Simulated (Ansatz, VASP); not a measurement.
Two plane-wave programs on Cl

File INCAR:

```
SYSTEM = Cl
  ALGO = Normal
  EDIFF = 1E-6
  EDIFFG = -0.01
  ENCUT = 600
  GGA = PE
  IBRION = 2
  ISIF = 3
  ISMEAR = 0
  LASPH = .True.
  LCHARG = .False.
  LREAL = .False.
  LWAVE = .False.
  NELM = 80
  NSW = 100
  PREC = Accurate
  SIGMA = 0.02
```

The input KPOINTS:

```
k-points
0
Gamma
  9 9 4
  0 0 0
```

Contents of POSCAR:

```
Cl
1.0
    4.4564513466      0.0000000000      0.0000000000
   -2.2282256733      3.8594000769      0.0000000000
    0.0000000000      0.0000000000      9.2365460316
Cl
4
Direct
    0.3333333333      0.6666666667      0.3588245827
    0.6666666667      0.3333333333      0.8588245827
    0.6666666667      0.3333333333      0.6411754173
    0.3333333333      0.6666666667      0.1411754173
```

Input for Ansatz:

```yaml
crystal:
  lattice:
    - [4.4564513466, 0.0, 0.0]
    - [-2.2282256733, 3.8594000769, 0.0]
    - [0.0, 0.0, 9.2365460316]
  atoms:
    - { symbol: Cl, position: [0.3333333333, 0.6666666667, 0.3588245827] }
    - { symbol: Cl, position: [0.6666666667, 0.3333333333, 0.8588245827] }
    - { symbol: Cl, position: [0.6666666667, 0.3333333333, 0.6411754173] }
    - { symbol: Cl, position: [0.3333333333, 0.6666666667, 0.1411754173] }
basis:
  ecutwfc: 420
kpoints:
  mp_grid: { grid: [9, 9, 4] }
hamiltonian:
  xc: pbe
scf:
  occupations: { method: gaussian, width: 0.02 }
output:
  forces: true
  stress: true
  eigenvalues: true
relax:
  adjacent_minimum: "off"
  f_tol: 0.01
  max_steps: 80
  cell: { stress_tol: 0.05 }
```

Alike in both runs: task relaxation of cell and atoms; functional PBE; k mesh 9 × 9 × 4; occupations gaussian, width 0.02 eV; no spin polarisation.

|  | VASP | Ansatz |
| --- | --- | --- |
| version | VASP 6.6.1 | Ansatz 0.2.0 |
| potentials or method | VASP PAW PBE potentials, release 64 (Cl), cutoff 600 eV | scalar-relativistic, plane waves, PAW |
| valence electrons in the cell | 28 | 28 |

VASP gave:

| Item | Value |
| --- | --- |
| gap on the k mesh at the Fermi level, each at its own relaxed structure (eV) | 2.15 |
| relaxed volume (Å³/atom) | 39.61 |
| relaxed length of the cell vector where the two differ most in proportion (Å) | 9.213 |

Task: Which values does Ansatz return?

Result: gap on the k mesh at the Fermi level, each at its own relaxed structure (eV): 2.05; relaxed volume (Å³/atom): 39.72; relaxed length of the cell vector where the two differ most in proportion (Å): 9.237.
